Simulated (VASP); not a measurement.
# Sn (Fd-3m) in VASP: a series of runs

The runs below take Sn through single point, relaxation of volume and atoms at fixed shape, with r2SCAN.

Program: VASP 6.6.1. These are calculated values, not measurements. Logs are shortened: lines on timing, memory, paths and dates and some standing lists are left out, and cuts for length are marked.

### 1 The cell of the first run

The structure is cubic, space group Fd-3m (No. 227). The conventional cell has a = 6.567 Å, b = 6.567 Å, c = 6.567 Å, α = 90.00°, β = 90.00°, γ = 90.00°. Within 3.7 Å of Sn (site symmetry -43m) lie 4 Sn at 2.84 Å.

This isn't the form of Sn at room conditions, which is tetragonal (white tin).

### 2 Single point, r2SCAN

Contents of POSCAR:

```
Sn
1.0
    4.6434420669      0.0000000000      0.0000000000
    2.3217210335      4.0213387910      0.0000000000
    2.3217210335      1.3404462637      3.7913545714
Sn
2
Direct
    0.0000000000      0.0000000000      0.0000000000
    0.2500000000      0.2500000000      0.2500000000
```

Contents of INCAR.step1:

```
SYSTEM = Sn
PREC = Accurate
ENCUT = 520
ISMEAR = 1
SIGMA = 0.02
LREAL = .FALSE.
LASPH = .TRUE.
NELM = 80
NBANDS = 21
GGA = PE
ALGO = Normal
EDIFF = 1E-4
LWAVE = .TRUE.
LCHARG = .FALSE.
```

Contents of INCAR.step2:

```
SYSTEM = Sn
PREC = Accurate
ENCUT = 520
EDIFF = 1E-7
ISMEAR = 1
SIGMA = 0.02
LREAL = .FALSE.
LASPH = .TRUE.
NELM = 80
ALGO = Normal
ISIF = 2
LWAVE = .FALSE.
LCHARG = .FALSE.
METAGGA = R2SCAN
LMIXTAU = .TRUE.
NBANDS = 21
ISTART = 1
```

Contents of KPOINTS:

```
regular mesh
0
G
  7 7 7
  0 0 0
```

Potentials or basis: VASP PAW PBE potentials, release 64 (Sn_d).

Started as:

```bash
cat potpaw_PBE.64/Sn_d/POTCAR > POTCAR
cp INCAR.step1 INCAR
mpirun -np 1 vasp_std > vasp.out
cp INCAR.step2 INCAR
mpirun -np 1 vasp_std > vasp.out
```

OUTCAR:

```text
SYSTEM = Sn
   PREC = Accurate
   ENCUT = 520
   EDIFF = 1E-7
   ISMEAR = 1
   LREAL = .FALSE.
   LASPH = .TRUE.
   NELM = 80
   ISIF = 2
   METAGGA = R2SCAN
   ISTART = 1

 ion  position               nearest neighbor table
   1  0.000  0.000  0.000-   2 2.84   2 2.84   2 2.84   2 2.84
   2  0.250  0.250  0.250-   1 2.84   1 2.84   1 2.84   1 2.84

  LATTYP: Found a face centered cubic cell.
 ALAT       =     6.5668187472

  Lattice vectors:

 A1 = (   4.6434420669,   0.0000000000,   0.0000000000)
 A2 = (   2.3217210335,   4.0213387910,   0.0000000000)
 A3 = (   2.3217210335,   1.3404462637,   3.7913545714)

Analysis of symmetry for initial positions (statically):
=====================================================================
 Subroutine PRICEL returns:
 Original cell was already a primitive cell.

 Routine SETGRP: Setting up the symmetry group for a
 face centered cubic supercell.

 Subroutine GETGRP returns: Found 48 space group operations
 (whereof 24 operations were pure point group operations)
 out of a pool of 48 trial point group operations.

The static configuration has the point symmetry T_d .
 The point group associated with its full space group is O_h .

Analysis of symmetry for dynamics (positions and initial velocities):
=====================================================================
 Subroutine PRICEL returns:
 Original cell was already a primitive cell.

 Routine SETGRP: Setting up the symmetry group for a
 face centered cubic supercell.

 Subroutine GETGRP returns: Found 48 space group operations
 (whereof 24 operations were pure point group operations)
 out of a pool of 48 trial point group operations.

The dynamic configuration has the point symmetry T_d .
 The point group associated with its full space group is O_h .

 Subroutine INISYM returns: Found 48 space group operations
 (whereof 24 operations are pure point group operations),
 and found     1 'primitive' translations

----------------------------------------------------------------------------------------

                                     Primitive cell

  volume of cell :      70.7954

  direct lattice vectors                    reciprocal lattice vectors
     4.643442067  0.000000000  0.000000000     0.215357484 -0.124336701 -0.087919325
     2.321721033  4.021338791  0.000000000     0.000000000  0.248673403 -0.087919325
     2.321721033  1.340446264  3.791354571     0.000000000  0.000000000  0.263757974

  length of vectors
     4.643442067  4.643442067  4.643442067     0.263757974  0.263757974  0.263757974

  position of ions in fractional coordinates (direct lattice)
     0.000000000  0.000000000  0.000000000
     0.250000000  0.250000000  0.250000000

  ion indices of the primitive-cell ions
   primitive index   ion index
                 1           1
                 2           2

----------------------------------------------------------------------------------------

 KPOINTS: regular mesh

Automatic generation of k-mesh.
 Grid dimensions read from file:
 generate k-points for:    7    7    7

 Generating k-lattice:

  Cartesian coordinates                     Fractional coordinates (reciprocal lattice)
     0.030765355 -0.017762386 -0.012559904     0.142857143  0.000000000  0.000000000
     0.000000000  0.035524772 -0.012559904     0.000000000  0.142857143  0.000000000
     0.000000000  0.000000000  0.037679711     0.000000000  0.000000000  0.142857143

  Length of vectors
     0.037679711  0.037679711  0.037679711

  Shift w.r.t. Gamma in fractional coordinates (k-lattice)
     0.000000000  0.000000000  0.000000000

 Subroutine IBZKPT returns following result:
 ===========================================

 Found     20 irreducible k-points:

 Following reciprocal coordinates:
            Coordinates               Weight
  0.000000  0.000000  0.000000      1.000000
  0.142857  0.000000  0.000000      8.000000
  0.285714  0.000000  0.000000      8.000000
  0.428571  0.000000  0.000000      8.000000
  0.142857  0.142857  0.000000      6.000000
  0.285714  0.142857  0.000000     24.000000
[... 12 lines left out ...]
 -0.428571  0.428571  0.142857     24.000000
 -0.285714  0.428571  0.142857     24.000000
   k-points           NKPTS =     20   k-points in BZ     NKDIM =     20   number of bands    NBANDS=     21
   number of dos      NEDOS =    301   number of ions     NIONS =      2
   total plane-waves  NPLWV =  46656
   dimension x,y,z NGX =    36 NGY =   36 NGZ =   36
   dimension x,y,z NGXF=    72 NGYF=   72 NGZF=   72
   ions per type =               2
   NGX,Y,Z   is equivalent  to a cutoff of  12.89, 12.89, 12.89 a.u.
   NGXF,Y,Z  is equivalent  to a cutoff of  25.78, 25.78, 25.78 a.u.
 SYSTEM =  Sn
   PREC   = accura    normal or accurate (medium, high low for compatibility)
   ISTART =      1    job   : 0-new  1-cont  2-samecut
   ICHARG =      0    charge: 1-file 2-atom 10-const
   ISPIN  =      1    spin polarized calculation?
   LNONCOLLINEAR =      F non collinear calculations
   LSORBIT =      F    spin-orbit coupling
   LASPH  =      T    aspherical Exc in radial PAW
   ENCUT  =  520.0 eV  38.22 Ry    6.18 a.u.   8.63  8.63  8.63*2*pi/ulx,y,z
   NELM   =     80;   NELMIN=  2; NELMDL=  0     # of ELM steps
   EDIFF  = 0.1E-06   stopping-criterion for ELM
   LREAL  =      F    real-space projection
   EDIFFG = 0.1E-05   stopping-criterion for IOM
   NSW    =      0    number of steps for IOM
   IBRION =     -1    ionic relax: 0-MD 1-quasi-New 2-CG
   NFREE  =      0    steps in history (QN), initial steepest desc. (CG)
   ISIF   =      2    stress and relaxation
   ISYM   =      2    0-nonsym 1-usesym 2-fastsym
   POTIM  = 0.5000    time-step for ionic-motion
   TEBEG  =    0.0;   TEEND  =   0.0 temperature during run
   PSTRESS=    0.0 pullay stress
   NELECT =      28.0000    total number of electrons
   NUPDOWN=      -1.0000    fix difference up-down
   EMIN   =  10.00;   EMAX   =-10.00  energy-range for DOS
   EFERMI =   0.00;   METHOD = LEGACY
   ISMEAR =     1;   SIGMA  =   0.02  broadening in eV -4-tet -1-fermi 0-gaus
   EFERMI_NEDOS =   21; number of points for ismear=-14 and -15
   IALGO  =     38    algorithm
   IMIX   =      4    mixing-type and parameters
     AMIX     =   0.40;   BMIX     =  1.00
     AMIX_MAG =   1.60;   BMIX_MAG =  1.00
  volume/ion in A,a.u.               =      35.40       238.88
  Fermi-wavevector in a.u.,A,eV,Ry     =   1.201690  2.270865 19.647616  1.444059
  Thomas-Fermi vector in A             =   2.337492
   LORBIT       =      0    0 simple, 1 ext, 2 COOP (PROOUT), +10 PAW based schemes
   METAGGA = R2SCAN    functional components
   LHFCALC =     F    Hartree Fock is set to
   AEXX    =    0.0000 exact exchange contribution
   IVDW    =     0    specifies the selected vdW correction
   LEPSILON=     F    determine dielectric tensor
   LRPA    =     F    only Hartree local field effects (RPA)
 non-spin polarized calculation
 Methfessel and Paxton  Order N= 1 SIGMA  =   0.02
  energy-cutoff  :      520.00
  volume of cell :       70.80
 maximum number of plane-waves:      1922
   NGX = 17   NGY = 17   NGZ = 17

 number of electron      27.9999984 magnetization

 Free energy of the ion-electron system (eV)
  ---------------------------------------------------
  ext. energy  EPLUGINS =         0.00000000
  ---------------------------------------------------
  free energy    TOTEN  =       -49.47999123 eV

  energy without entropy =      -49.47994769  energy(sigma->0) =      -49.47997672

 E-fermi :   5.2191     XC(G=0):  -9.4223

 val. band max:        5.2150930388   @ k =   0.0000   0.0000   0.0000
 cond. band min:       5.3057907705   @ k =   0.4286   0.0000   0.0000
 fundamental gap:      0.0906977316
 Fermi energy:         5.2191172950

 k-point     1 :       0.0000    0.0000    0.0000
  band No.  band energies     occupation
      1     -17.1236      2.00000
      2     -17.1236      2.00000
      3     -17.1236      2.00000
      4     -17.0620      2.00000
      5     -17.0620      2.00000
      6     -16.7670      2.00000
[... 13 lines left out ...]
     20      13.3871      0.00000
     21      13.3871      0.00000

 k-point     2 :       0.1429    0.0000    0.0000
  band No.  band energies     occupation
      1     -17.1361      2.00000
      2     -17.1361      2.00000
      3     -17.1190      2.00000
      4     -17.0439      2.00000
      5     -17.0439      2.00000
      6     -16.7883      2.00000
[... 13 lines left out ...]
     20      12.4898      0.00000
     21      12.4898      0.00000

 k-point     3 :       0.2857    0.0000    0.0000
  band No.  band energies     occupation
      1     -17.1513      2.00000
      2     -17.1513      2.00000
      3     -17.1082      2.00000
      4     -17.0179      2.00000
      5     -17.0179      2.00000
      6     -16.8093      2.00000
[... 13 lines left out ...]
     20      12.5009      0.00000
     21      12.5009      0.00000

 k-point     4 :       0.4286    0.0000    0.0000
  band No.  band energies     occupation
      1     -17.1581      2.00000
      2     -17.1581      2.00000
      3     -17.0991      2.00000
      4     -17.0046      2.00000
      5     -17.0046      2.00000
      6     -16.8181      2.00000
[... 13 lines left out ...]
     20      13.7880      0.00000
     21      13.7880      0.00000

 k-point     5 :       0.1429    0.1429    0.0000
  band No.  band energies     occupation
      1     -17.1343      2.00000
      2     -17.1343      2.00000
      3     -17.1311      2.00000
      4     -17.0462      2.00000
      5     -17.0243      2.00000
      6     -16.8256      2.00000
[... 13 lines left out ...]
     20      11.7686      0.00000
     21      13.6251      0.00000

 k-point     6 :       0.2857    0.1429    0.0000
  band No.  band energies     occupation
      1     -17.1570      2.00000
      2     -17.1476      2.00000
      3     -17.1128      2.00000
      4     -17.0231      2.00000
      5     -16.9929      2.00000
      6     -16.8581      2.00000
[... 13 lines left out ...]
     20      12.8884      0.00000
     21      13.4849      0.00000

 k-point     7 :       0.4286    0.1429   -0.0000
  band No.  band energies     occupation
      1     -17.1739      2.00000
      2     -17.1590      2.00000
      3     -17.0862      2.00000
      4     -16.9992      2.00000
      5     -16.9792      2.00000
      6     -16.8654      2.00000
[... 13 lines left out ...]
     20      13.8643      0.00000
     21      14.4008      0.00000
[... 195 lines left out ...]
      1     -17.1853      2.00000
      2     -17.1738      2.00000
      3     -17.0404      2.00000
      4     -17.0086      2.00000
      5     -16.9102      2.00000
      6     -16.9014      2.00000
[... 13 lines left out ...]
     20      14.5549      0.00000
     21      15.7379      0.00000

 k-point    17 :       0.4286    0.2857    0.1429
  band No.  band energies     occupation
      1     -17.1695      2.00000
      2     -17.1674      2.00000
      3     -17.0849      2.00000
      4     -17.0007      2.00000
      5     -16.9593      2.00000
      6     -16.8924      2.00000
[... 13 lines left out ...]
     20      13.8106      0.00000
     21      14.4807      0.00000

 k-point    18 :      -0.4286    0.2857    0.1429
  band No.  band energies     occupation
      1     -17.1878      2.00000
      2     -17.1738      2.00000
      3     -17.0502      2.00000
      4     -16.9752      2.00000
      5     -16.9449      2.00000
      6     -16.9011      2.00000
[... 13 lines left out ...]
     20      13.8918      0.00000
     21      14.7043      0.00000

 k-point    19 :      -0.4286    0.4286    0.1429
  band No.  band energies     occupation
      1     -17.1837      2.00000
      2     -17.1814      2.00000
      3     -17.0420      2.00000
      4     -16.9737      2.00000
      5     -16.9419      2.00000
      6     -16.8881      2.00000
[... 13 lines left out ...]
     20      14.4575      0.00000
     21      15.8025      0.00000

 k-point    20 :      -0.2857    0.4286    0.1429
  band No.  band energies     occupation
      1     -17.1945      2.00000
      2     -17.1823      2.00000
      3     -17.0189      2.00000
      4     -16.9527      2.00000
      5     -16.9322      2.00000
      6     -16.9012      2.00000
[... 13 lines left out ...]
     20      14.2159      0.00000
     21      15.9937      0.00000

------------------------ aborting loop because EDIFF is reached ----------------------------------------

  FORCE on cell =-STRESS in cart. coord.  units (eV):
  Direction    XX          YY          ZZ          XY          YZ          ZX
  --------------------------------------------------------------------------------------
  -------------------------------------------------------------------------------------
  Total       -0.0141583     -0.0141583     -0.0141583     -0.0000000     -0.0000000     -0.0000000
  in kB       -0.3204183     -0.3204183     -0.3204183     -0.0000000     -0.0000000     -0.0000000
  external PRESSURE =      -0.3204183 kB  Pullay stress =       0.0000000 kB

 VOLUME and BASIS-vectors are now :
 -----------------------------------------------------------------------------
  energy-cutoff  :      520.00
  volume of cell :       70.80
      direct lattice vectors                 reciprocal lattice vectors
     4.643442067  0.000000000  0.000000000     0.215357484 -0.124336701 -0.087919325
     2.321721033  4.021338791  0.000000000     0.000000000  0.248673403 -0.087919325
     2.321721033  1.340446264  3.791354571     0.000000000  0.000000000  0.263757974

 POSITION                                       TOTAL-FORCE (eV/Angst)
 -----------------------------------------------------------------------------------
      0.00000      0.00000      0.00000         0.000000      0.000000      0.000000
      2.32172      1.34045      0.94784        -0.000000     -0.000000      0.000000
 -----------------------------------------------------------------------------------
    total drift:                                0.000000      0.000000      0.000000

  FREE ENERGIE OF THE ION-ELECTRON SYSTEM (eV)
  ---------------------------------------------------
  free  energy   TOTEN  =       -49.4799912311 eV

  energy  without entropy=      -49.4799476907  energy(sigma->0) =      -49.47997672
```

Wall time 97 s (1 thread of AMD EPYC 9R45 (Zen 5), shared host); peak memory 0.18 GiB.

Results:

| Property | Result |
| --- | --- |
| Free energy | -49.4800 eV |
| Pressure | 0.0 GPa |
| Band gap on the k mesh | zero (filled and empty bands touch) |

Caveat: the PAW data sets were made with another functional, which shifts forces and pressure a little; spin-orbit coupling is left out, which moves the levels of the heavy elements.

### 3 Relaxation of volume and atoms at fixed shape, r2SCAN

This run uses another cell than the first one, of 33.80 Å³/atom.

Contents of POSCAR:

```
Sn
1.0
    4.5726370000      0.0000000000      0.0000000000
    2.2863185000      3.9600198043      0.0000000000
    2.2863185000      1.3200066014      3.7335424763
Sn
2
Direct
    0.0000000000      0.0000000000      0.0000000000
    0.2500000000      0.2500000000      0.2500000000
```

Contents of INCAR.step1:

```
ALGO     = Normal         # electronic algorithm
EDIFF    = 1E-4           # SCF threshold, eV
ENCUT    = 600            # plane-wave cutoff, eV
GGA      = PE             # functional
ISMEAR   = 1              # smearing method
LASPH    = True           # aspherical terms in the spheres
LCHARG   = False          # write CHGCAR
LREAL    = False          # projectors in reciprocal space
LWAVE    = True           # write WAVECAR
NELM     = 100            # most SCF steps
PREC     = Accurate       # precision mode
SIGMA    = 0.02           # smearing width, eV
```

Contents of INCAR.step2:

```
ALGO     = Normal         # electronic algorithm
EDIFF    = 1E-6           # SCF threshold, eV
EDIFFG   = -0.01          # ionic threshold
ENCUT    = 600            # plane-wave cutoff, eV
IBRION   = 2              # ionic algorithm
ISIF     = 8              # what is computed and relaxed
ISMEAR   = 1              # smearing method
ISTART   = 1            
LASPH    = True           # aspherical terms in the spheres
LCHARG   = False          # write CHGCAR
LMIXTAU  = True         
LREAL    = False          # projectors in reciprocal space
LWAVE    = False          # write WAVECAR
METAGGA  = R2SCAN         # meta-GGA
NELM     = 100            # most SCF steps
NSW      = 80             # ionic steps
PREC     = Accurate       # precision mode
SIGMA    = 0.02           # smearing width, eV
```

Contents of KPOINTS:

```
k-points
0
Gamma
  7 7 7
```

Potentials or basis: VASP PAW PBE potentials, release 64 (Sn_d).

Started as:

```bash
cat potpaw_PBE.64/Sn_d/POTCAR > POTCAR
cp INCAR.step1 INCAR
mpirun -np 1 vasp_std > vasp.out
cp INCAR.step2 INCAR
mpirun -np 1 vasp_std > vasp.out
```

It took 5 min on 1 thread of AMD EPYC 9R45 (Zen 5), shared host; peak memory 0.23 GiB.

It converged, with:

```yaml
Free_energy: -49.4814 eV
Relaxed_volume: 35.38 Å³/atom
Relaxed_cell: a = 4.643 Å, b = 4.643 Å, c = 4.643 Å, α = 60.00°, β = 60.00°, γ = 60.00°
Space_group_after_relaxing_to_0.1_Å: Fd-3m (No. 227)
Energy_gained_by_relaxing: 10.6 meV/atom
Ionic_steps: 3
Pressure_after_relaxing: 0.0 GPa
Band_gap_on_the_k_mesh: zero (filled and empty bands touch)
```

The path:
| step | energy change (eV) | largest force (eV/Å) | pressure (GPa) | volume (Å³) |
| --- | --- | --- | --- | --- |
| 1 | 0.0000 | 0.0000 | 2.25 | 67.61 |
| 2 | -0.0166 | 0.0000 | -0.91 | 72.35 |
| 3 | -0.0212 | 0.0000 | 0.00 | 70.77 |

Final structure:
```
CELL_PARAMETERS angstrom
4.64282 0.00000 0.00000
2.32141 4.02080 0.00000
2.32141 1.34027 3.79084
ATOMIC_POSITIONS crystal
Sn 0.00000 0.00000 0.00000
Sn 0.25000 0.25000 0.25000
```

Levels at points of the mesh, in eV from the Fermi level:
| k point | band 11 | band 12 | band 13 | band 14 | band 15 | band 16 | band 17 | band 18 |
| --- | --- | --- | --- | --- | --- | --- | --- | --- |
| (0.00, 0.00, 0.00) | -10.90 | -0.62 | 0.00 | 0.00 | 0.00 | 2.21 | 2.21 | 2.21 |

Caveat: the PAW data sets were made with another functional, which shifts forces and pressure a little; spin-orbit coupling is left out, which moves the levels of the heavy elements.

The gap in the log of VASP goes by the Fermi energy; the results here count the filled bands.